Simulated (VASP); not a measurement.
# ZnSe (kn) (F-43m) in VASP: single point with PBEsol

Aim: the single point of ZnSe (kn) with PBEsol.

Program: VASP 6.6.1. These are calculated values, not measurements. Logs are shortened: lines on timing, memory, paths and dates and some standing lists are left out, and cuts for length are marked.

## 1. The cell of the first run

Symmetry: F-43m, No. 216, cubic system. Conventional cell: a = 5.633 Å, b = 5.633 Å, c = 5.633 Å, α = 90.00°, β = 90.00°, γ = 90.00°. Within 3.2 Å of Zn (site symmetry -43m) lie 4 Se at 2.44 Å. Se (site symmetry -43m) has 4 Zn at 2.44 Å within 3.2 Å.

## 2. Single point, PBEsol

File INCAR:

```
ALGO     = Normal         # electronic algorithm
EDIFF    = 1E-6           # SCF threshold, eV
ENCUT    = 500            # plane-wave cutoff, eV
GGA      = PS             # functional
GGA_COMPAT= F            
ISIF     = 2              # what is computed and relaxed
ISMEAR   = 0              # smearing method
LASPH    = T              # aspherical terms in the spheres
LCHARG   = F              # write CHGCAR
LREAL    = F              # projectors in reciprocal space
LWAVE    = F              # write WAVECAR
NBANDS   = 16             # bands
NELM     = 120            # most SCF steps
PREC     = Accurate       # precision mode
SIGMA    = 0.02           # smearing width, eV
```

File KPOINTS:

```
k-points
0
Gamma
  6 6 6
```

File POSCAR:

```
ZnSe
1.0
    0.0000000000      2.8167021653      2.8167021653
    2.8167021653      0.0000000000      2.8167021653
    2.8167021653      2.8167021653      0.0000000000
Zn Se
1 1
Direct
    0.0000000000      0.0000000000      0.0000000000
    0.2500000000      0.2500000000      0.2500000000
```

Potentials or basis: VASP PAW PBE potentials, release 64 (Zn, Se).

Command:

```console
cat potpaw_PBE.64/Zn/POTCAR potpaw_PBE.64/Se/POTCAR > POTCAR
mpirun -np 1 vasp_std > vasp.out
```

OUTCAR:

```text
EDIFF = 1E-6
   ENCUT = 500
   GGA = PS
   ISIF = 2
   ISMEAR = 0
   LASPH = T
   LREAL = F
   NELM = 120
   PREC = Accurate

 ion  position               nearest neighbor table
   1  0.000  0.000  0.000-   2 2.44   2 2.44   2 2.44   2 2.44
   2  0.250  0.250  0.250-   1 2.44   1 2.44   1 2.44   1 2.44

  LATTYP: Found a face centered cubic cell.
 ALAT       =     5.6334043306

  Lattice vectors:

 A1 = (   0.0000000000,   2.8167021653,   2.8167021653)
 A2 = (   2.8167021653,   0.0000000000,   2.8167021653)
 A3 = (   2.8167021653,   2.8167021653,   0.0000000000)

Analysis of symmetry for initial positions (statically):
=====================================================================
 Subroutine PRICEL returns:
 Original cell was already a primitive cell.

 Routine SETGRP: Setting up the symmetry group for a
 face centered cubic supercell.

 Subroutine GETGRP returns: Found 24 space group operations
 (whereof 24 operations were pure point group operations)
 out of a pool of 48 trial point group operations.

The static configuration has the point symmetry T_d .

Analysis of symmetry for dynamics (positions and initial velocities):
=====================================================================
 Subroutine PRICEL returns:
 Original cell was already a primitive cell.

 Routine SETGRP: Setting up the symmetry group for a
 face centered cubic supercell.

 Subroutine GETGRP returns: Found 24 space group operations
 (whereof 24 operations were pure point group operations)
 out of a pool of 48 trial point group operations.

The dynamic configuration has the point symmetry T_d .

 Subroutine INISYM returns: Found 24 space group operations
 (whereof 24 operations are pure point group operations),
 and found     1 'primitive' translations

----------------------------------------------------------------------------------------

                                     Primitive cell

  volume of cell :      44.6944

  direct lattice vectors                    reciprocal lattice vectors
     0.000000000  2.816702165  2.816702165    -0.177512556  0.177512556  0.177512556
     2.816702165  0.000000000  2.816702165     0.177512556 -0.177512556  0.177512556
     2.816702165  2.816702165  0.000000000     0.177512556  0.177512556 -0.177512556

  length of vectors
     3.983418403  3.983418403  3.983418403     0.307460765  0.307460765  0.307460765

  position of ions in fractional coordinates (direct lattice)
     0.000000000  0.000000000  0.000000000
     0.250000000  0.250000000  0.250000000

[... 68 lines left out ...]
   LREAL  =      F    real-space projection
   EDIFFG = 0.1E-04   stopping-criterion for IOM
   NSW    =      0    number of steps for IOM
   IBRION =     -1    ionic relax: 0-MD 1-quasi-New 2-CG
   NFREE  =      0    steps in history (QN), initial steepest desc. (CG)
   ISIF   =      2    stress and relaxation
   ISYM   =      2    0-nonsym 1-usesym 2-fastsym
   POTIM  = 0.5000    time-step for ionic-motion
   TEBEG  =    0.0;   TEEND  =   0.0 temperature during run
   PSTRESS=    0.0 pullay stress
   NELECT =      18.0000    total number of electrons
   NUPDOWN=      -1.0000    fix difference up-down
   EMIN   =  10.00;   EMAX   =-10.00  energy-range for DOS
   EFERMI =   0.00;   METHOD = LEGACY
   ISMEAR =     0;   SIGMA  =   0.02  broadening in eV -4-tet -1-fermi 0-gaus
   EFERMI_NEDOS =   21; number of points for ismear=-14 and -15
   IALGO  =     38    algorithm
   IMIX   =      4    mixing-type and parameters
     AMIX     =   0.40;   BMIX     =  1.00
     AMIX_MAG =   1.60;   BMIX_MAG =  1.00
  volume/ion in A,a.u.               =      22.35       150.81
  Fermi-wavevector in a.u.,A,eV,Ry     =   1.208968  2.284618 19.886319  1.461603
  Thomas-Fermi vector in A             =   2.344560
   LORBIT       =      0    0 simple, 1 ext, 2 COOP (PROOUT), +10 PAW based schemes
   GGA     = PS    functional components
   LHFCALC =     F    Hartree Fock is set to
   AEXX    =    0.0000 exact exchange contribution
   IVDW    =     0    specifies the selected vdW correction
   LEPSILON=     F    determine dielectric tensor
   LRPA    =     F    only Hartree local field effects (RPA)
 non-spin polarized calculation
 Gauss-broadening in eV      SIGMA  =   0.02
  energy-cutoff  :      500.00
  volume of cell :       44.69
 maximum number of plane-waves:      1158
 NGX is ok and might be reduce to    30
   NGX = 15   NGY = 15   NGZ = 15

 number of electron      17.9999998 magnetization

 Free energy of the ion-electron system (eV)
  ---------------------------------------------------
  ext. energy  EPLUGINS =         0.00000000
  ---------------------------------------------------
  free energy    TOTEN  =        -6.76717716 eV

  energy without entropy =       -6.76717716  energy(sigma->0) =       -6.76717716

 E-fermi :   1.7906     XC(G=0):  -9.6076

 val. band max:        1.6491119899   @ k =   0.0000   0.0000   0.0000
 cond. band min:       2.8903215401   @ k =   0.0000   0.0000   0.0000
 fundamental gap:      1.2412095502
 Fermi energy:         1.7905728755

 k-point     1 :       0.0000    0.0000    0.0000
  band No.  band energies     occupation
      1     -11.7553      2.00000
      2      -4.9792      2.00000
      3      -4.9792      2.00000
      4      -4.9792      2.00000
      5      -4.5912      2.00000
      6      -4.5912      2.00000
[... 281 lines left out ...]
      3      -4.7520      2.00000
      4      -4.6781      2.00000
      5      -4.5768      2.00000
      6      -4.3070      2.00000
[... 8 lines left out ...]
     15      15.4702      0.00000
     16      15.8038      0.00000

------------------------ aborting loop because EDIFF is reached ----------------------------------------

  FORCE on cell =-STRESS in cart. coord.  units (eV):
  Direction    XX          YY          ZZ          XY          YZ          ZX
  --------------------------------------------------------------------------------------
  -------------------------------------------------------------------------------------
  Total        0.0811783      0.0811783      0.0811783     -0.0000000      0.0000000     -0.0000000
  in kB        2.9100326      2.9100326      2.9100326     -0.0000000      0.0000000     -0.0000000
  external PRESSURE =       2.9100326 kB  Pullay stress =       0.0000000 kB

 VOLUME and BASIS-vectors are now :
 -----------------------------------------------------------------------------
  energy-cutoff  :      500.00
  volume of cell :       44.69
      direct lattice vectors                 reciprocal lattice vectors
     0.000000000  2.816702165  2.816702165    -0.177512556  0.177512556  0.177512556
     2.816702165  0.000000000  2.816702165     0.177512556 -0.177512556  0.177512556
     2.816702165  2.816702165  0.000000000     0.177512556  0.177512556 -0.177512556

 POSITION                                       TOTAL-FORCE (eV/Angst)
 -----------------------------------------------------------------------------------
      0.00000      0.00000      0.00000        -0.000000     -0.000000     -0.000000
      1.40835      1.40835      1.40835         0.000000      0.000000      0.000000
 -----------------------------------------------------------------------------------
    total drift:                               -0.000000     -0.000000      0.000000

  FREE ENERGIE OF THE ION-ELECTRON SYSTEM (eV)
  ---------------------------------------------------
  free  energy   TOTEN  =        -6.7671771647 eV

  energy  without entropy=       -6.7671771647  energy(sigma->0) =       -6.76717716
```

OSZICAR:

```text
N       E                     dE             d eps       ncg     rms          rms(c)
DAV:   1     0.819168045698E+02    0.81917E+02   -0.86156E+03   512   0.127E+03
DAV:   2    -0.187483042434E+01   -0.83792E+02   -0.79165E+02   560   0.239E+02
DAV:   3    -0.703262573889E+01   -0.51578E+01   -0.51400E+01   624   0.585E+01
DAV:   4    -0.707391901617E+01   -0.41293E-01   -0.41289E-01   608   0.569E+00
DAV:   5    -0.707409904958E+01   -0.18003E-03   -0.18003E-03   664   0.345E-01    0.482E+00
DAV:   6    -0.678956766393E+01    0.28453E+00   -0.62677E-01   656   0.273E+01    0.375E+00
DAV:   7    -0.676996709229E+01    0.19601E-01   -0.17014E-01   552   0.384E+00    0.163E+00
DAV:   8    -0.676733274617E+01    0.26343E-02   -0.39936E-03   712   0.667E-01    0.435E-01
DAV:   9    -0.676713143244E+01    0.20131E-03   -0.83896E-04   576   0.313E-01    0.651E-02
DAV:  10    -0.676719028289E+01   -0.58850E-04   -0.22263E-04   688   0.186E-01    0.225E-02
DAV:  11    -0.676717685917E+01    0.13424E-04   -0.39223E-05   744   0.890E-02    0.407E-03
DAV:  12    -0.676717716472E+01   -0.30555E-06   -0.61770E-06   664   0.168E-02
   1 F= -.67671772E+01 E0= -.67671772E+01  d E =-.293930E-25
```

Run time: 22 s. Hardware: 1 thread of Intel Xeon 8259CL, shared host; peak memory 0.17 GiB.

Results:

| Quantity | Value |
| --- | --- |
| Free energy | -6.7672 eV |
| Pressure | 0.3 GPa |
| Band gap on the k mesh | 1.24 eV, direct |

Levels at points of the mesh, in eV from the valence-band top:
```
           k point  band 7  band 8  band 9  band 10  band 11  band 12
(0.00, 0.00, 0.00)    0.00    0.00    0.00     1.24     5.72     5.72
(0.50, 0.00, 0.00)   -5.40   -0.90   -0.90     2.47     6.30     6.30
(0.50, 0.50, 0.00)   -4.87   -2.28   -2.28     2.79     3.37    10.74
```

Caveat: the PAW data sets were made with another functional, which shifts forces and pressure a little.
